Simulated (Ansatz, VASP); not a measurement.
## Two plane-wave programs on CaO

Contents of POSCAR:

```
CaO
1.0
    3.7328537632      0.0000000000      0.0000000000
   -1.8664268816      3.2327461875      0.0000000000
    0.0000000000      0.0000000000     11.6922807246
Ca O
4 4
Direct
    0.0000000000      0.0000000000     -0.0035776439
    0.3333333333      0.6666666667      0.2479206464
    0.0000000000      0.0000000000      0.4964223561
    0.6666666667      0.3333333333      0.7479206464
    0.0000000000      0.0000000000      0.1909536970
    0.3333333333      0.6666666667      0.4397033006
    0.0000000000      0.0000000000      0.6909536970
    0.6666666667      0.3333333333      0.9397033006
```

INCAR.step1

```
PREC     = Accurate       # precision mode
ENCUT    = 520            # plane-wave cutoff, eV
ISMEAR   = 0              # smearing method
SIGMA    = 0.01           # smearing width, eV
LREAL    = F              # projectors in reciprocal space
LASPH    = T              # aspherical terms in the spheres
NELM     = 80             # most SCF steps
NBANDS   = 42             # bands
GGA      = PE             # functional
ALGO     = Normal         # electronic algorithm
EDIFF    = 1E-4           # SCF threshold, eV
LWAVE    = T              # write WAVECAR
LCHARG   = F              # write CHGCAR
```

File INCAR.step2:

```
PREC     = Accurate       # precision mode
ENCUT    = 520            # plane-wave cutoff, eV
EDIFF    = 1E-6           # SCF threshold, eV
ISMEAR   = 0              # smearing method
SIGMA    = 0.01           # smearing width, eV
LREAL    = F              # projectors in reciprocal space
LASPH    = T              # aspherical terms in the spheres
NELM     = 80             # most SCF steps
ALGO     = Normal         # electronic algorithm
ISIF     = 2              # what is computed and relaxed
LWAVE    = F              # write WAVECAR
LCHARG   = F              # write CHGCAR
METAGGA  = R2SCAN         # meta-GGA
LMIXTAU  = T            
NBANDS   = 42             # bands
ISTART   = 1
```

File KPOINTS:

```
regular mesh
0
Gamma
  12 12 2
```

Input for Ansatz:

```yaml
crystal:
  lattice:
    - [3.7328537632, 0.0, 0.0]
    - [-1.8664268816, 3.2327461875, 0.0]
    - [0.0, 0.0, 11.6922807246]
  atoms:
    - { symbol: Ca, position: [0.0, 0.0, -0.0035776439] }
    - { symbol: Ca, position: [0.3333333333, 0.6666666667, 0.2479206464] }
    - { symbol: Ca, position: [0.0, 0.0, 0.4964223561] }
    - { symbol: Ca, position: [0.6666666667, 0.3333333333, 0.7479206464] }
    - { symbol: O, position: [0.0, 0.0, 0.190953697] }
    - { symbol: O, position: [0.3333333333, 0.6666666667, 0.4397033006] }
    - { symbol: O, position: [0.0, 0.0, 0.690953697] }
    - { symbol: O, position: [0.6666666667, 0.3333333333, 0.9397033006] }
kpoints:
  mp_grid: { grid: [12, 12, 2] }
  band_path:
    path:
      - [0.0, 0.0, 0.0]
      - [0.5, 0.0, 0.0]
      - [0.3333333333, 0.3333333333, 0.0]
      - [0.0, 0.0, 0.5]
      - [0.5, 0.0, 0.5]
      - [0.3333333333, 0.3333333333, 0.5]
      - [0.0, 0.5, 0.0]
    npoints: 1
hamiltonian:
  xc: r2scan
scf:
  occupations: { method: fixed }
  n_extra_bands: 6
output:
  forces: true
  stress: true
  eigenvalues: true
```

Alike in both runs: task single point; functional r2SCAN; k mesh 12 × 12 × 2; no spin polarisation.

```csv
,VASP,Ansatz
version,VASP 6.6.1,Ansatz 0.2.0
potentials or method,"VASP PAW PBE potentials, release 64 (Ca_sv, O)","plane waves, PAW"
plane-wave cutoff (eV),520,500
occupations,"gaussian, width 0.01 eV",fixed
valence electrons in the cell,64,64
```

VASP gave:

| Item | Value |
| --- | --- |
| gap on the k mesh at the Fermi level (eV) | 3.82 |
| pressure (GPa) | 0.9 |
| traceless stress, the component that is largest in VASP (GPa) | -0.06 |
| rms of the force components (eV/Å) | 0.005 |

Q: Estimate Ansatz's values.

A: gap on the k mesh at the Fermi level (eV): 3.85; pressure (GPa): 0.0; traceless stress, the component that is largest in VASP (GPa): 0.00; rms of the force components (eV/Å): 0.000.

VASP's potentials were made for PBE, not for r2SCAN. Atom by atom the forces differ by 0.005 eV/Å (rms over components).
